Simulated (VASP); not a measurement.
Runs of VASP 6.6.1 on KCl (Sylvite). The structure is that of space group Fm-3m (No. 225), or close to it. The cells are those of the table. 

| cell | gap on the mesh (eV) | pressure (GPa) |
| --- | --- | --- |
| a = 4.390 Å, angles 60.0°, 2 atoms | 5.33 | 1.7 |
| a = 4.420 Å, angles 60.0°, 2 atoms | 5.26 | (a) |
| a = 4.537 Å, angles 60.0°, 2 atoms | 4.99 | -0.2 |
| a = 4.479 Å, angles 60.0°, 2 atoms | 5.12 | (b) |
| a = 4.508 Å, angles 60.0°, 2 atoms | 5.05 | 0.1 |
| a = 4.450 Å, angles 60.0°, 2 atoms | 5.19 | 0.8 |
| a = 4.359 Å, angles 60.0°, 2 atoms | 5.41 | 2.2 |

Alike in all rows: task single point; level PBE; potentials or basis VASP PAW PBE potentials, release 64 (K_sv, Cl); no spin polarisation; k mesh 6 × 6 × 6; cutoff (eV) 520; smearing gaussian 0.01 eV.

Problem. Estimate the missing entries.

Solution. (a) 1.2; (b) 0.4.

